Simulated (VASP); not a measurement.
Wanted: the native input for a VASP 6.6.1 run.

- Task: single point
- Functional: LDA
- Potentials or basis: VASP PAW LDA potentials, release 64 (Ni, Si)
- Cutoff: 520 eV
- k mesh: 5 × 5 × 3
- Occupations: fermi-dirac, width 0.05 eV
- Spin: collinear spin, ferromagnetic start
- Starting moments: [1.0, 1.0, 1.0, 1.0, 1.0, 1.0, 1.0, 1.0, 0.0, 0.0, 0.0, 0.0] μB
- Dipole correction: no
- Further INCAR settings: ALGO = Normal; EDIFF = 1e-06; NBANDS = 64

The structure of SiNi2 lies in POSCAR:

```
SiNi2
1.0
    4.9900000000      0.0000000000      0.0000000000
    0.0000000000      3.7200000000      0.0000000000
    0.0000000000      0.0000000000      7.0300000000
Ni Si
8 4
Direct
    0.3250000000      0.7500000000      0.9370000000
    0.6750000000      0.2500000000      0.0630000000
    0.1750000000      0.2500000000      0.4370000000
    0.8250000000      0.7500000000      0.5630000000
    0.4580000000      0.7500000000      0.2970000000
    0.5420000000      0.2500000000      0.7030000000
    0.0420000000      0.2500000000      0.7970000000
    0.9580000000      0.7500000000      0.2030000000
    0.7860000000      0.7500000000      0.8860000000
    0.2140000000      0.2500000000      0.1140000000
    0.7140000000      0.2500000000      0.3860000000
    0.2860000000      0.7500000000      0.6140000000
```

These files were run (other wordings do the same):

INCAR

```
SYSTEM = SiNi2
ALGO = Normal ; EDIFF = 1E-6
ENCUT = 520 ; ISIF = 2
ISMEAR = -1 ; ISPIN = 2
LASPH = .TRUE. ; LCHARG = .FALSE.
LMAXMIX = 4 ; LORBIT = 11
LREAL = .FALSE. ; LWAVE = .FALSE.
MAGMOM = 1 1 1 1 1 1 1 1 0 0 0 0 ; NBANDS = 64
NELM = 150 ; PREC = Accurate
SIGMA = 0.05
```

KPOINTS

```
k-points
0
G
  5 5 3
  0 0 0
```

Potentials or basis: VASP PAW LDA potentials, release 64 (Ni, Si).

Command:

```sh
$ cat potpaw_LDA.64/Ni/POTCAR potpaw_LDA.64/Si/POTCAR > POTCAR
$ mpirun -np 1 vasp_std > vasp.out
```

It gave:

The pressure is -10.2 GPa and the largest force is 0.330 eV/Å. The band gap on the k mesh is zero (filled and empty bands overlap) and the net moment is 0.00 μB per cell. The valence electrons inside the program's atomic spheres are Ni 9.59, 9.49 (each value once); Si 1.63.

Caveat: the cell stands under tension.

Wall time 7 min on 1 thread of Intel Xeon 8259CL, on a shared host, peak memory 0.34 GiB.
